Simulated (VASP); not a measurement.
Input of a VASP 6.6.1 run:

Contents of INCAR:

```
SYSTEM = SnO
PREC = Accurate
ENCUT = 600
EDIFF = 1E-6
ISMEAR = 0
SIGMA = 0.15
LREAL = .FALSE.
LASPH = .TRUE.
NELM = 120
ALGO = Normal
ISIF = 2
LWAVE = .FALSE.
LCHARG = .FALSE.
GGA = PS
IVDW = 12
NBANDS = 28
GGA_COMPAT = .FALSE.
```

File KPOINTS:

```
regular mesh
0
G
  12 12 10
  0 0 0
```

POSCAR

```
SnO
1.0
    3.7703910616      0.0000000000      0.0000000000
    0.0000000000      3.7703910616      0.1649546089
    0.0000000000      0.1996474500      4.5633702865
Sn O
2 2
Direct
    0.0000000000      0.5000000000      0.2532585894
    0.5000000000      0.0000000000      0.7467414106
    0.0000000000      0.0000000000      0.0000000000
    0.5000000000      0.5000000000      0.0000000000
```

Potentials or basis: VASP PAW PBE potentials, release 64 (Sn_d, O).

Command:

```sh
$ cat potpaw_PBE.64/Sn_d/POTCAR potpaw_PBE.64/O/POTCAR > POTCAR
$ mpirun -np 1 vasp_std > vasp.out
```

(1) What does it give for the band gap on the k mesh?

(2) Estimate the pressure.

Answers

(1) zero (bands 20 and 21 overlap by 0.42 eV).

(2) 1.2 GPa.

Caveat: the cell differs from its parent crystal (strain +0.0875 x Voigt [0, 0, 0, 1, 0, 0]); semilocal functionals underestimate gaps, and a narrow one can read as zero; the PAW data sets were made with another functional, which shifts forces and pressure a little; spin-orbit coupling is left out, which moves the levels of the heavy elements.
